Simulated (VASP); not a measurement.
# Hf (P6_3/mmc) in VASP: further runs

Hf is run at these levels: r2SCAN; tasks: single point.

Program: VASP 6.6.1. These are calculated values, not measurements. Logs are shortened: lines on timing, memory, paths and dates and some standing lists are left out, and cuts for length are marked.

**1. The cell of the first run**

Symmetry: P6_3/mmc, No. 194, hexagonal system. Conventional cell: a = 3.200 Å, b = 3.200 Å, c = 5.049 Å, α = 90.00°, β = 90.00°, γ = 120.00°. Within 4.1 Å of Hf (site symmetry -6m2) lie 12 Hf at 3.13 to 3.20 Å.

**2. Single point, r2SCAN (22.39 Å³/atom)**

POSCAR

```
Hf
1.0
    3.2003195180      0.0000000000      0.0000000000
   -1.6001597590      2.7715580028      0.0000000000
    0.0000000000      0.0000000000      5.0493291621
Hf
2
Direct
    0.3333333333      0.6666666667      0.7500000000
    0.6666666667      0.3333333333      0.2500000000
```

INCAR.step1

```
ALGO = Normal ; EDIFF = 1E-4
ENCUT = 520 ; GGA = PE
ISMEAR = 0 ; LASPH = T
LCHARG = F ; LREAL = F
LWAVE = T ; NBANDS = 17
NELM = 80 ; PREC = Accurate
SIGMA = 0.05
```

INCAR.step2

```
ALGO = Normal ; EDIFF = 1E-6
ENCUT = 520 ; ISIF = 2
ISMEAR = 0 ; ISTART = 1
LASPH = T ; LCHARG = F
LMIXTAU = T ; LREAL = F
LWAVE = F ; METAGGA = R2SCAN
NBANDS = 17 ; NELM = 80
PREC = Accurate ; SIGMA = 0.05
```

KPOINTS

```
k-points
0
Gamma
  16 16 8
```

Potentials or basis: VASP PAW PBE potentials, release 64 (Hf_pv).

On the command line:

```
> cat potpaw_PBE.64/Hf_pv/POTCAR > POTCAR
> cp INCAR.step1 INCAR
> mpirun -np 1 vasp_std > vasp.out
> cp INCAR.step2 INCAR
> mpirun -np 1 vasp_std > vasp.out
```

OUTCAR:

```text
EDIFF = 1E-6
   ENCUT = 520
   ISIF = 2
   ISMEAR = 0
   ISTART = 1
   LASPH = T
   LREAL = F
   METAGGA = R2SCAN
   NELM = 80
   PREC = Accurate

 ion  position               nearest neighbor table
   1  0.333  0.667  0.750-   2 3.13   2 3.13   2 3.13   2 3.13   2 3.13   2 3.13
   2  0.667  0.333  0.250-   1 3.13   1 3.13   1 3.13   1 3.13   1 3.13   1 3.13

  LATTYP: Found a hexagonal cell.
 ALAT       =     3.2003195180
 C/A-ratio  =     1.5777578250

  Lattice vectors:

 A1 = (   3.2003195180,   0.0000000000,   0.0000000000)
 A2 = (  -1.6001597590,   2.7715580028,   0.0000000000)
 A3 = (   0.0000000000,   0.0000000000,   5.0493291621)

Analysis of symmetry for initial positions (statically):
=====================================================================
 Subroutine PRICEL returns:
 Original cell was already a primitive cell.

 Routine SETGRP: Setting up the symmetry group for a
 hexagonal supercell.

 Subroutine GETGRP returns: Found 24 space group operations
 (whereof 12 operations were pure point group operations)
 out of a pool of 24 trial point group operations.

The static configuration has the point symmetry D_3d.
 The point group associated with its full space group is D_6h.

Analysis of symmetry for dynamics (positions and initial velocities):
=====================================================================
 Subroutine PRICEL returns:
 Original cell was already a primitive cell.

 Routine SETGRP: Setting up the symmetry group for a
 hexagonal supercell.

 Subroutine GETGRP returns: Found 24 space group operations
 (whereof 12 operations were pure point group operations)
 out of a pool of 24 trial point group operations.

The dynamic configuration has the point symmetry D_3d.
 The point group associated with its full space group is D_6h.

 Subroutine INISYM returns: Found 24 space group operations
 (whereof 12 operations are pure point group operations),
 and found     1 'primitive' translations

----------------------------------------------------------------------------------------

                                     Primitive cell

  volume of cell :      44.7869

  direct lattice vectors                    reciprocal lattice vectors
     3.200319518  0.000000000  0.000000000     0.312468800  0.180403946  0.000000000
    -1.600159759  2.771558003  0.000000000     0.000000000  0.360807892  0.000000000
     0.000000000  0.000000000  5.049329162     0.000000000  0.000000000  0.198046110

  length of vectors
     3.200319518  3.200319518  5.049329162     0.360807892  0.360807892  0.198046110

  position of ions in fractional coordinates (direct lattice)
     0.333333333  0.666666667  0.750000000
     0.666666667  0.333333333  0.250000000

  ion indices of the primitive-cell ions
   primitive index   ion index
                 1           1
                 2           2

----------------------------------------------------------------------------------------

 KPOINTS: k-points

Automatic generation of k-mesh.
 Grid dimensions read from file:
 generate k-points for:   16   16    8

 Generating k-lattice:

  Cartesian coordinates                     Fractional coordinates (reciprocal lattice)
     0.019529300  0.011275247  0.000000000     0.062500000  0.000000000  0.000000000
     0.000000000  0.022550493  0.000000000     0.000000000  0.062500000  0.000000000
     0.000000000  0.000000000  0.024755764     0.000000000  0.000000000  0.125000000

  Length of vectors
     0.022550493  0.022550493  0.024755764

  Shift w.r.t. Gamma in fractional coordinates (k-lattice)
     0.000000000  0.000000000  0.000000000

 Subroutine IBZKPT returns following result:
 ===========================================

 Found    150 irreducible k-points:

 Following reciprocal coordinates:
            Coordinates               Weight
  0.000000  0.000000  0.000000      1.000000
  0.062500  0.000000  0.000000      6.000000
  0.125000  0.000000  0.000000      6.000000
  0.187500 -0.000000  0.000000      6.000000
  0.250000  0.000000  0.000000      6.000000
  0.312500  0.000000  0.000000      6.000000
[... 16 lines left out ...]
  0.187500  0.187500  0.000000      6.000000
  0.250000  0.187500  0.000000     12.000000
 [... further k-points ...]
   k-points           NKPTS =    150   k-points in BZ     NKDIM =    150   number of bands    NBANDS=     17
   number of dos      NEDOS =    301   number of ions     NIONS =      2
   total plane-waves  NPLWV =  23040
   dimension x,y,z NGX =    24 NGY =   24 NGZ =   40
   dimension x,y,z NGXF=    48 NGYF=   48 NGZF=   80
   ions per type =               2
   NGX,Y,Z   is equivalent  to a cutoff of  12.47, 12.47, 13.17 a.u.
   NGXF,Y,Z  is equivalent  to a cutoff of  24.93, 24.93, 26.34 a.u.
 SYSTEM =  unknown system
   PREC   = accura    normal or accurate (medium, high low for compatibility)
   ISTART =      1    job   : 0-new  1-cont  2-samecut
   ICHARG =      0    charge: 1-file 2-atom 10-const
   ISPIN  =      1    spin polarized calculation?
   LNONCOLLINEAR =      F non collinear calculations
   LSORBIT =      F    spin-orbit coupling
   LASPH  =      T    aspherical Exc in radial PAW
   ENCUT  =  520.0 eV  38.22 Ry    6.18 a.u.   5.95  5.95  9.39*2*pi/ulx,y,z
   NELM   =     80;   NELMIN=  2; NELMDL=  0     # of ELM steps
   EDIFF  = 0.1E-05   stopping-criterion for ELM
   LREAL  =      F    real-space projection
   EDIFFG = 0.1E-04   stopping-criterion for IOM
   NSW    =      0    number of steps for IOM
   IBRION =     -1    ionic relax: 0-MD 1-quasi-New 2-CG
   NFREE  =      0    steps in history (QN), initial steepest desc. (CG)
   ISIF   =      2    stress and relaxation
   ISYM   =      2    0-nonsym 1-usesym 2-fastsym
   POTIM  = 0.5000    time-step for ionic-motion
   TEBEG  =    0.0;   TEEND  =   0.0 temperature during run
   PSTRESS=    0.0 pullay stress
   NELECT =      20.0000    total number of electrons
   NUPDOWN=      -1.0000    fix difference up-down
   EMIN   =  10.00;   EMAX   =-10.00  energy-range for DOS
   EFERMI =   0.00;   METHOD = LEGACY
   ISMEAR =     0;   SIGMA  =   0.05  broadening in eV -4-tet -1-fermi 0-gaus
   EFERMI_NEDOS =   21; number of points for ismear=-14 and -15
   IALGO  =     38    algorithm
   IMIX   =      4    mixing-type and parameters
     AMIX     =   0.40;   BMIX     =  1.00
     AMIX_MAG =   1.60;   BMIX_MAG =  1.00
  volume/ion in A,a.u.               =      22.39       151.12
  Fermi-wavevector in a.u.,A,eV,Ry     =   1.251318  2.364649 21.303972  1.565798
  Thomas-Fermi vector in A             =   2.385271
   LORBIT       =      0    0 simple, 1 ext, 2 COOP (PROOUT), +10 PAW based schemes
   METAGGA = R2SCAN    functional components
   LHFCALC =     F    Hartree Fock is set to
   AEXX    =    0.0000 exact exchange contribution
   IVDW    =     0    specifies the selected vdW correction
   LEPSILON=     F    determine dielectric tensor
   LRPA    =     F    only Hartree local field effects (RPA)
 non-spin polarized calculation
 Gauss-broadening in eV      SIGMA  =   0.05
  energy-cutoff  :      520.00
  volume of cell :       44.79
 maximum number of plane-waves:      1226
 NGX is ok and might be reduce to    24
   NGX = 11   NGY = 11   NGZ = 19

 number of electron      20.0000004 magnetization

 Free energy of the ion-electron system (eV)
  ---------------------------------------------------
  ext. energy  EPLUGINS =         0.00000000
  ---------------------------------------------------
  free energy    TOTEN  =       -90.30436132 eV

  energy without entropy =      -90.30289339  energy(sigma->0) =      -90.30362735

 E-fermi :   4.8419     XC(G=0): -12.1488

 val. band max:        4.8406718951   @ k =   0.0625   0.0625   0.0000
 cond. band min:       4.8492902120   @ k =   0.1875  -0.0000   0.2500
 fundamental gap:      0.0086183169
 Fermi energy:         4.8419340912

 k-point     1 :       0.0000    0.0000    0.0000
  band No.  band energies     occupation
      1     -27.4280      2.00000
      2     -26.6634      2.00000
      3     -26.6634      2.00000
      4     -26.5331      2.00000
      5     -26.5331      2.00000
      6     -26.5322      2.00000
[... 9 lines left out ...]
     16       7.7285      0.00000
     17      10.4739      0.00000

 k-point     2 :       0.0625    0.0000    0.0000
  band No.  band energies     occupation
      1     -27.4175      2.00000
      2     -26.6855      2.00000
      3     -26.6709      2.00000
      4     -26.5566      2.00000
      5     -26.5370      2.00000
      6     -26.5359      2.00000
[... 9 lines left out ...]
     16       7.6060      0.00000
     17      10.5730      0.00000

 k-point     3 :       0.1250    0.0000    0.0000
  band No.  band energies     occupation
      1     -27.3867      2.00000
      2     -26.7488      2.00000
      3     -26.6918      2.00000
      4     -26.6224      2.00000
      5     -26.5514      2.00000
      6     -26.5444      2.00000
[... 9 lines left out ...]
     16       7.4581      0.00000
     17      10.8076      0.00000

 k-point     4 :       0.1875   -0.0000    0.0000
  band No.  band energies     occupation
      1     -27.3380      2.00000
      2     -26.8436      2.00000
      3     -26.7221      2.00000
      4     -26.7180      2.00000
      5     -26.5755      2.00000
      6     -26.5580      2.00000
[... 9 lines left out ...]
     16       7.9756      0.00000
     17      11.0722      0.00000
[... 343 lines left out ...]
      1     -27.2219      2.00000
      2     -27.0706      2.00000
      3     -27.0240      2.00000
      4     -26.8884      2.00000
      5     -26.7783      2.00000
      6     -26.6790      2.00000
[... 9 lines left out ...]
     16      11.3648      0.00000
     17      12.1371      0.00000

 k-point    23 :       0.1875    0.1875    0.0000
  band No.  band energies     occupation
      1     -27.1868      2.00000
      2     -27.0070      2.00000
      3     -27.0011      2.00000
      4     -26.7827      2.00000
      5     -26.6616      2.00000
      6     -26.6565      2.00000
[... 9 lines left out ...]
     16      10.1157      0.00000
     17      11.1630      0.00000

 k-point    24 :       0.2500    0.1875    0.0000
  band No.  band energies     occupation
      1     -27.1181      2.00000
      2     -27.0920      2.00000
      3     -27.0334      2.00000
      4     -26.8361      2.00000
      5     -26.7072      2.00000
      6     -26.6953      2.00000
[... 9 lines left out ...]
     16      11.0129      0.00000
     17      11.1648      0.00000

 [... further k-points ...]

------------------------ aborting loop because EDIFF is reached ----------------------------------------

  FORCE on cell =-STRESS in cart. coord.  units (eV):
  Direction    XX          YY          ZZ          XY          YZ          ZX
  --------------------------------------------------------------------------------------
  -------------------------------------------------------------------------------------
  Total       -0.2031138     -0.2031138     -0.2409901      0.0000000      0.0000000     -0.0000000
  in kB       -7.2660618     -7.2660618     -8.6210236      0.0000000      0.0000000     -0.0000000
  external PRESSURE =      -7.7177157 kB  Pullay stress =       0.0000000 kB

 VOLUME and BASIS-vectors are now :
 -----------------------------------------------------------------------------
  energy-cutoff  :      520.00
  volume of cell :       44.79
      direct lattice vectors                 reciprocal lattice vectors
     3.200319518  0.000000000  0.000000000     0.312468800  0.180403946  0.000000000
    -1.600159759  2.771558003  0.000000000     0.000000000  0.360807892  0.000000000
     0.000000000  0.000000000  5.049329162     0.000000000  0.000000000  0.198046110

 POSITION                                       TOTAL-FORCE (eV/Angst)
 -----------------------------------------------------------------------------------
     -0.00000      1.84771      3.78700        -0.000000      0.000000      0.000000
      1.60016      0.92385      1.26233         0.000000     -0.000000      0.000000
 -----------------------------------------------------------------------------------
    total drift:                                0.000000     -0.000000      0.000000

  FREE ENERGIE OF THE ION-ELECTRON SYSTEM (eV)
  ---------------------------------------------------
  free  energy   TOTEN  =       -90.3043613188 eV

  energy  without entropy=      -90.3028933857  energy(sigma->0) =      -90.30362735
```

Run time: 2.1 min. Hardware: 1 thread of Intel Xeon 6975P-C (Granite Rapids), shared host; peak memory 0.23 GiB.

Results:

- Free energy: -90.3044 eV
- Pressure: -0.8 GPa
- Band gap on the k mesh: zero (bands 10 and 11 overlap by 1.74 eV)

Caveat: the PAW data sets were made with another functional, which shifts forces and pressure a little; spin-orbit coupling is left out, which moves the levels of the heavy elements.

**3. Single point, r2SCAN (22.36 Å³/atom)**

POSCAR

```
Hf
1.0
    3.1984882090      0.0000000000      0.0000000000
   -1.5992441045      2.7699720426      0.0000000000
    0.0000000000      0.0000000000      5.0464397999
Hf
2
Direct
    0.3333333333      0.6666666667      0.7500000000
    0.6666666667      0.3333333333      0.2500000000
```

INCAR.step1

```
PREC = Accurate
ENCUT = 520
ISMEAR = 0
SIGMA = 0.05
LREAL = False
LASPH = True
NELM = 60
NBANDS = 17
GGA = PE
ALGO = Normal
EDIFF = 1E-4
LWAVE = True
LCHARG = False
```

INCAR.step2

```
PREC = Accurate
ENCUT = 520
EDIFF = 1E-6
ISMEAR = 0
SIGMA = 0.05
LREAL = False
LASPH = True
NELM = 60
ALGO = Normal
ISIF = 2
LWAVE = False
LCHARG = False
METAGGA = R2SCAN
LMIXTAU = True
NBANDS = 17
ISTART = 1
```

KPOINTS

```
regular mesh
0
Gamma
  16 16 8
```

Potentials or basis: VASP PAW PBE potentials, release 64 (Hf_pv).

On the command line:

```
> cat potpaw_PBE.64/Hf_pv/POTCAR > POTCAR
> cp INCAR.step1 INCAR
> mpirun -np 1 vasp_std > vasp.out
> cp INCAR.step2 INCAR
> mpirun -np 1 vasp_std > vasp.out
```

It took 2.1 min on 1 thread of Intel Xeon 6975P-C (Granite Rapids), shared host; peak memory 0.23 GiB.

The run converged. Its results:

```yaml
Free_energy: -90.3047 eV
Pressure: -0.6 GPa
Band_gap_on_the_k_mesh: zero (bands 10 and 11 overlap by 1.74 eV)
```

Stress tensor (GPa, compression positive):
```
-0.53  0.00  0.00
 0.00 -0.53  0.00
 0.00  0.00 -0.68
```

Levels at points of the mesh, in eV from the Fermi level:
```csv
k point,band 7,band 8,band 9,band 10,band 11,band 12,band 13,band 14
"(0.00, 0.00, 0.00)",-7.77,-3.86,0.41,1.31,1.31,1.64,2.19,2.19
"(0.50, 0.00, 0.00)",-3.52,-2.87,-2.34,-1.04,0.92,0.94,1.82,6.18
"(0.00, 0.00, 0.50)",-5.70,-5.70,0.15,0.15,1.21,1.21,1.21,1.21
"(0.50, 0.00, 0.50)",-3.54,-3.54,-1.03,-1.03,1.06,1.06,2.86,2.86
```

Caveat: the PAW data sets were made with another functional, which shifts forces and pressure a little; spin-orbit coupling is left out, which moves the levels of the heavy elements.

[end of part 1 of 2]
